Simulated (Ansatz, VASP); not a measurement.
# Ti2NbC3 in VASP and in Ansatz

```xyz
6
Lattice="4.8129 0.0000 0.0000 -2.4065 4.1681 0.0000 0.0000 0.0000 3.2241" Properties=species:S:1:pos:R:3 pbc="T T T"
Ti    0.0000    2.7787    0.0000
Ti    2.4065    1.3894    0.0000
Nb    0.0000    0.0000    1.6121
C     2.4065    0.0000    1.6121
C    -1.2032    2.0841    1.6121
C     1.2032    2.0841    1.6121
```

Alike in both runs: functional PBE; k mesh 6 × 6 × 6; occupations gaussian, width 0.1 eV; no spin polarisation.

Ansatz relaxed the structure, and its values are those at the end. VASP's run is a single point on that final structure, the one shown.

|  | VASP | Ansatz |
| --- | --- | --- |
| version | VASP 6.6.1 | Ansatz 0.2.0 |
| potentials or method | VASP PAW PBE potentials, release 64 (Ti_sv, Nb_sv, C), cutoff 520 eV | scalar-relativistic, plane waves, PAW |
| valence electrons in the cell | 49 | 49 |

|  | VASP | Ansatz | Ansatz less VASP |
| --- | --- | --- | --- |
| gap on the k mesh at the Fermi level (eV) | none | none | - |
| pressure (GPa) | 0.0 | 0.0 | -0.02 |

A gap of «none» marks a metal or a gap that the smearing closes.
